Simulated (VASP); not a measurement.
Crystal: NbSi.

```
Nb Si
1.0
     3.15644    0.00000    0.00000
     0.00000    3.15644    0.00000
     0.00000    0.00000    3.15644
Nb Si
1 1
Direct
  0.00000 0.00000 0.00000
  0.50000 0.50000 0.50000
```

Base run:

```yaml
Program: VASP 6.6.1
Functional: r2SCAN
Potentials_or_basis: VASP PAW PBE potentials, release 64 (Nb_sv, Si)
Cutoff: 520 eV
k_mesh: 8 × 8 × 8
Occupations: fermi-dirac, width 0.05 eV
Spin: no spin polarisation
```

Its results: pressure -2.2 GPa.

Question: The run is repeated on the same cell with these changes: functional from r2SCAN to PBE; further incar settings from ALGO = Normal; EDIFF = 1e-07; NBANDS = 16 to ALGO = Normal; EDIFF = 1e-06; NBANDS = 16. What comes out?

Answer: Pressure -0.3 GPa.

Caveats: the PAW data sets were made with another functional, which shifts forces and pressure a little (some runs).
